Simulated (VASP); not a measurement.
# C (P-3m1) in VASP: notebook, part 2 of 2

VASP 6.6.1. The steps go on from the part before.

## 5. Single point, LDA (the distance across one plane changed)

The input, INCAR:

```
SYSTEM = C
PREC = Accurate ; ENCUT = 520
EDIFF = 1E-6 ; ISMEAR = 0
SIGMA = 0.05 ; LREAL = .False.
LASPH = .True. ; NELM = 100
ALGO = Normal ; ISIF = 2
LWAVE = .False. ; LCHARG = .False.
NBANDS = 21
```

The input, KPOINTS:

```
Automatic mesh
0
Gamma
  12 12 3
  0 0 0
```

The input, POSCAR:

```
C
1.0
   -1.2225127310     -2.1174541629      0.0000000000
    1.2225127310     -2.1174541629      0.0000000000
    0.0000000000      0.0000000000     10.9179937839
C
6
Direct
    1.0000000000      1.0000000000      0.7569048463
    0.3333333333      0.3333333333      0.1512994588
    0.6666666667      0.6666666667      0.4541021526
    1.0000000000      1.0000000000      0.4542756484
    0.3333333333      0.3333333333      0.7570783421
    0.6666666667      0.6666666667      0.1514729546
```

Run with:

```bash
$ cat potpaw_LDA.64/C/POTCAR > POTCAR
$ mpirun -np 1 vasp_std > vasp.out
```

Wall time 77 s (1 thread of Intel Xeon 8259CL, shared host); peak memory 0.17 GiB.

The run converged. Its results:

- Free energy: -60.6311 eV
- Pressure: 0.6 GPa
- Largest force: 0.028 eV/Å

Forces on the atoms (eV/Å):
```
C    0.000  0.000  0.028
C    0.000  0.000  0.001
C    0.000  0.000  0.000
C    0.000  0.000  0.000
C    0.000  0.000 -0.001
C    0.000  0.000 -0.028
```

Stress tensor (GPa, compression positive):
```
 1.20  0.00  0.00
 0.00  1.20  0.00
 0.00  0.00 -0.49
```

Caveat: the cell differs from its parent crystal (the distance across one plane changed).

## 6. Single point, LDA (the distance across one plane changed)

The input, INCAR:

```
  PREC = Accurate
  ENCUT = 520
  EDIFF = 1E-7
  ISMEAR = 0
  SIGMA = 0.05
  LREAL = False
  LASPH = True
  NELM = 60
  ALGO = Normal
  ISIF = 2
  LWAVE = False
  LCHARG = True
  LELF = True
  LVHAR = True
  NBANDS = 21
```

The input, KPOINTS:

```
regular mesh
0
Gamma
  12 12 3
```

The input, POSCAR:

```
C
1.0
   -1.2225127310     -2.1174541629      0.0000000000
    1.2225127310     -2.1174541629      0.0000000000
    0.0000000000      0.0000000000     11.4179937839
C
6
Direct
    1.0000000000      1.0000000000      0.7237595819
    0.3333333333      0.3333333333      0.1446739753
    0.6666666667      0.6666666667      0.4342167786
    1.0000000000      1.0000000000      0.4343826769
    0.3333333333      0.3333333333      0.7239254802
    0.6666666667      0.6666666667      0.1448398736
```

Potentials or basis: VASP PAW LDA potentials, release 64 (C).

Run with:

```bash
$ cat potpaw_LDA.64/C/POTCAR > POTCAR
$ mpirun -np 1 vasp_std > vasp.out
```

OUTCAR:

```text
PREC = Accurate
   ENCUT = 520
   EDIFF = 1E-7
   ISMEAR = 0
   LREAL = False
   LASPH = True
   NELM = 60
   ISIF = 2

 ion  position               nearest neighbor table
   1  0.000  0.000  0.724-   5 1.41   5 1.41   5 1.41
   2  0.333  0.333  0.145-   6 1.41   6 1.41   6 1.41
   3  0.667  0.667  0.434-   4 1.41   4 1.41   4 1.41
   4  0.000  0.000  0.434-   3 1.41   3 1.41   3 1.41
   5  0.333  0.333  0.724-   1 1.41   1 1.41   1 1.41
   6  0.667  0.667  0.145-   2 1.41   2 1.41   2 1.41

  LATTYP: Found a hexagonal cell.
 ALAT       =     2.4450254619
 C/A-ratio  =     4.6698874763

  Lattice vectors:

 A1 = (  -1.2225127310,   2.1174541629,   0.0000000000)
 A2 = (  -1.2225127310,  -2.1174541629,   0.0000000000)
 A3 = (   0.0000000000,   0.0000000000,  11.4179937839)

Analysis of symmetry for initial positions (statically):
=====================================================================
 Subroutine PRICEL returns:
 Original cell was already a primitive cell.

 Routine SETGRP: Setting up the symmetry group for a
 hexagonal supercell.

[... 180 lines left out ...]
 fundamental gap:      0.0271573353
 Fermi energy:         3.6215432017

 k-point     1 :       0.0000    0.0000    0.0000
  band No.  band energies     occupation
      1     -15.9826      2.00000
      2     -15.8571      2.00000
      3     -15.7316      2.00000
      4      -4.8983      2.00000
      5      -4.2454      2.00000
      6      -3.3427      2.00000
[... 565 lines left out ...]
     20      13.1526      0.00000
     21      13.3645      0.00000

 [... further k-points ...]

------------------------ aborting loop because EDIFF is reached ----------------------------------------

  FORCE on cell =-STRESS in cart. coord.  units (eV):
  Direction    XX          YY          ZZ          XY          YZ          ZX
  --------------------------------------------------------------------------------------
  -------------------------------------------------------------------------------------
  Total        0.4124884      0.4124884     -0.1084739      0.0000000      0.0000000      0.0000000
  in kB       11.1798284     11.1798284     -2.9400097      0.0000000      0.0000000      0.0000000
  external PRESSURE =       6.4732157 kB  Pullay stress =       0.0000000 kB

 VOLUME and BASIS-vectors are now :
 -----------------------------------------------------------------------------
  energy-cutoff  :      520.00
  volume of cell :       59.11
      direct lattice vectors                 reciprocal lattice vectors
    -1.222512731 -2.117454163  0.000000000    -0.408993696 -0.236132620  0.000000000
     1.222512731 -2.117454163  0.000000000     0.408993696 -0.236132620  0.000000000
     0.000000000  0.000000000 11.417993784     0.000000000  0.000000000  0.087581060

 POSITION                                       TOTAL-FORCE (eV/Angst)
 -----------------------------------------------------------------------------------
      0.00000      0.00000      8.26388        -0.000000      0.000000      0.021572
      0.00000     -1.41164      1.65189         0.000000      0.000000      0.011621
      0.00000     -2.82327      4.95788        -0.000000     -0.000000      0.000444
      0.00000      0.00000      4.95978         0.000000      0.000000     -0.000444
      0.00000     -1.41164      8.26578        -0.000000     -0.000000     -0.011621
      0.00000     -2.82327      1.65378         0.000000     -0.000000     -0.021572
 -----------------------------------------------------------------------------------
    total drift:                               -0.000000      0.000000      0.000033

  FREE ENERGIE OF THE ION-ELECTRON SYSTEM (eV)
  ---------------------------------------------------
  free  energy   TOTEN  =       -60.6215913617 eV

  energy  without entropy=      -60.6209966251  energy(sigma->0) =      -60.62129399
```

Run time: 1.7 min. Hardware: 1 thread of Intel Xeon 8259CL, shared host; peak memory 0.17 GiB.

Results:

```yaml
Free_energy: -60.6216 eV
Pressure: 0.6 GPa
Largest_force: 0.022 eV/Å
```

Forces in eV/Å, atoms in the order of the input:
```
C    0.000  0.000  0.022
C    0.000  0.000  0.012
C    0.000  0.000  0.000
C    0.000  0.000  0.000
C    0.000  0.000 -0.012
C    0.000  0.000 -0.022
```

Caveat: the cell differs from its parent crystal (the distance across one plane changed).

## 7. Single point, LDA (the distance across one plane changed)

The input, INCAR:

```
PREC = Accurate ; ENCUT = 520
EDIFF = 1E-6 ; ISMEAR = 0
SIGMA = 0.05 ; LREAL = False
LASPH = True ; NELM = 60
ALGO = Normal ; ISIF = 2
LWAVE = False ; LCHARG = False
GGA = CA ; NBANDS = 21
```

The input, KPOINTS:

```
Automatic mesh
0
Gamma
  12 12 3
```

The input, POSCAR:

```
C
1.0
   -1.2225127310     -2.1174541629      0.0000000000
    1.2225127310     -2.1174541629      0.0000000000
    0.0000000000      0.0000000000     12.9179937839
C
6
Direct
    1.0000000000      1.0000000000      0.6397187168
    0.3333333333      0.3333333333      0.1278748526
    0.6666666667      0.6666666667      0.3837967847
    1.0000000000      1.0000000000      0.3839434194
    0.3333333333      0.3333333333      0.6398653515
    0.6666666667      0.6666666667      0.1280214873
```

Potentials or basis: VASP PAW LDA potentials, release 64 (C).

Run with:

```bash
$ cat potpaw_LDA.64/C/POTCAR > POTCAR
$ mpirun -np 1 vasp_std > vasp.out
```

OUTCAR:

```text
PREC = Accurate
   ENCUT = 520
   EDIFF = 1E-6
   ISMEAR = 0
   LREAL = False
   LASPH = True
   NELM = 60
   ISIF = 2
   GGA = CA

 ion  position               nearest neighbor table
   1  0.000  0.000  0.640-   5 1.41   5 1.41   5 1.41
   2  0.333  0.333  0.128-   6 1.41   6 1.41   6 1.41
   3  0.667  0.667  0.384-   4 1.41   4 1.41   4 1.41
   4  0.000  0.000  0.384-   3 1.41   3 1.41   3 1.41
   5  0.333  0.333  0.640-   1 1.41   1 1.41   1 1.41
   6  0.667  0.667  0.128-   2 1.41   2 1.41   2 1.41

[... 784 lines left out ...]
  -------------------------------------------------------------------------------------
  Total        0.4032361      0.4032361     -0.0553078      0.0000000     -0.0000000      0.0000000
  in kB        9.6600096      9.6600096     -1.3249645      0.0000000     -0.0000000      0.0000000
  external PRESSURE =       5.9983516 kB  Pullay stress =       0.0000000 kB

 VOLUME and BASIS-vectors are now :
 -----------------------------------------------------------------------------
  energy-cutoff  :      520.00
  volume of cell :       66.88
      direct lattice vectors                 reciprocal lattice vectors
    -1.222512731 -2.117454163  0.000000000    -0.408993696 -0.236132620  0.000000000
     1.222512731 -2.117454163  0.000000000     0.408993696 -0.236132620  0.000000000
     0.000000000  0.000000000 12.917993784     0.000000000  0.000000000  0.077411401

 POSITION                                       TOTAL-FORCE (eV/Angst)
 -----------------------------------------------------------------------------------
      0.00000      0.00000      8.26388         0.000000     -0.000000      0.016462
      0.00000     -1.41164      1.65189         0.000000      0.000000      0.017696
      0.00000     -2.82327      4.95788        -0.000000      0.000000      0.000483
      0.00000      0.00000      4.95978         0.000000     -0.000000     -0.000483
      0.00000     -1.41164      8.26578        -0.000000     -0.000000     -0.017696
      0.00000     -2.82327      1.65378         0.000000      0.000000     -0.016462
 -----------------------------------------------------------------------------------
    total drift:                                0.000000      0.000000     -0.000001

  FREE ENERGIE OF THE ION-ELECTRON SYSTEM (eV)
  ---------------------------------------------------
  free  energy   TOTEN  =       -60.6166313314 eV

  energy  without entropy=      -60.6158846877  energy(sigma->0) =      -60.61625801
```

OSZICAR:

```text
N       E                     dE             d eps       ncg     rms          rms(c)
DAV:   1     0.840230295445E+02    0.84023E+02   -0.12118E+04  2100   0.103E+03
DAV:   2    -0.579478859561E+02   -0.14197E+03   -0.13672E+03  2784   0.228E+02
DAV:   3    -0.649402085838E+02   -0.69923E+01   -0.69508E+01  2593   0.493E+01
DAV:   4    -0.650521084234E+02   -0.11190E+00   -0.11179E+00  3014   0.743E+00
DAV:   5    -0.650544963187E+02   -0.23879E-02   -0.23873E-02  2989   0.955E-01    0.116E+01
DAV:   6    -0.617114500382E+02    0.33430E+01   -0.28741E+00  2450   0.891E+00    0.659E+00
DAV:   7    -0.606259348663E+02    0.10855E+01   -0.34107E+00  2538   0.975E+00    0.174E+00
DAV:   8    -0.606177231063E+02    0.82118E-02   -0.15938E-01  2627   0.218E+00    0.361E-01
DAV:   9    -0.606154725850E+02    0.22505E-02   -0.70927E-03  2632   0.493E-01    0.162E-01
DAV:  10    -0.606155318310E+02   -0.59246E-04   -0.22769E-03  2696   0.229E-01    0.676E-02
DAV:  11    -0.606163121182E+02   -0.78029E-03   -0.10328E-03  2494   0.170E-01    0.508E-02
DAV:  12    -0.606165820379E+02   -0.26992E-03   -0.19680E-04  2506   0.952E-02    0.181E-02
DAV:  13    -0.606166220431E+02   -0.40005E-04   -0.34515E-05  2536   0.338E-02    0.805E-03
DAV:  14    -0.606166313362E+02   -0.92931E-05   -0.38224E-06  2342   0.982E-03    0.487E-03
DAV:  15    -0.606166313314E+02    0.48553E-08   -0.30069E-07  2131   0.346E-03
   1 F= -.60616631E+02 E0= -.60616258E+02  d E =-.746644E-03
```

Run time: 74 s. Hardware: 1 thread of Intel Xeon 8259CL, shared host; peak memory 0.18 GiB.

What came out:

* Free energy: -60.6166 eV
* Pressure: 0.6 GPa
* Largest force: 0.018 eV/Å

Forces in eV/Å, atoms in the order of the input:
```
C    0.000  0.000  0.016
C    0.000  0.000  0.018
C    0.000  0.000  0.000
C    0.000  0.000  0.000
C    0.000  0.000 -0.018
C    0.000  0.000 -0.016
```

Caveat: the cell differs from its parent crystal (the distance across one plane changed).

## 8. Summary

```csv
cell,pressure (GPa),largest force (eV/Å)
"a = 2.445, b = 2.445, c = 9.618 Å, angles 90.0, 90.0, 60.0°, 6 atoms",1.3,0.11
"a = 2.445, b = 2.445, c = 10.418 Å, angles 90.0, 90.0, 60.0°, 6 atoms",0.6,0.03
"a = 2.445, b = 2.445, c = 10.668 Å, angles 90.0, 90.0, 60.0°, 6 atoms",0.6,0.03
"a = 2.445, b = 2.445, c = 10.918 Å, angles 90.0, 90.0, 60.0°, 6 atoms",0.6,0.03
"a = 2.445, b = 2.445, c = 11.418 Å, angles 90.0, 90.0, 60.0°, 6 atoms",0.6,0.02
"a = 2.445, b = 2.445, c = 12.918 Å, angles 90.0, 90.0, 60.0°, 6 atoms",0.6,0.02
```

Alike in all rows: task single point; level LDA; potentials or basis VASP PAW LDA potentials, release 64 (C); no spin polarisation; k mesh 12 × 12 × 3; cutoff (eV) 520; smearing gaussian 0.05 eV.

Absolute energies hang on the potentials; compare differences alone.
